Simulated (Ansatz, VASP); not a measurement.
**One calculation of Ga, two programs**

```
Ga
1.0
     1.44515   -4.05140    0.00000
     1.44515    4.05140    0.00000
     0.00000    0.00000    3.15940
Ga
2
Direct
  0.86700 0.13300 0.25000
  0.13300 0.86700 0.75000
```

Change from the starting cell: volume scaled by 0.99.

Alike in both runs: task single point; functional PBE; k mesh 12 × 12 × 10; occupations fermi-dirac, width 0.08 eV; no spin polarisation.

|  | VASP | Ansatz |
| --- | --- | --- |
| version | VASP 6.6.1 | Ansatz 0.2.0 |
| potentials or method | VASP PAW PBE potentials, release 64 (Ga_d), cutoff 520 eV | all-electron LAPW, scalar-relativistic |

|  | VASP | Ansatz | Ansatz less VASP |
| --- | --- | --- | --- |
| pressure (GPa) | 2.2 | 2.2 | +0.02 |
| traceless stress, the component that is largest in VASP (GPa) | -2.46 | -2.45 | +0.010 |
| rms of the force components (eV/Å) | 0.117 | 0.116 | -0.0009 |

Atom by atom the forces differ by 0.001 eV/Å (rms over components). Ansatz ran all-electron here, and VASP with PAW potentials.
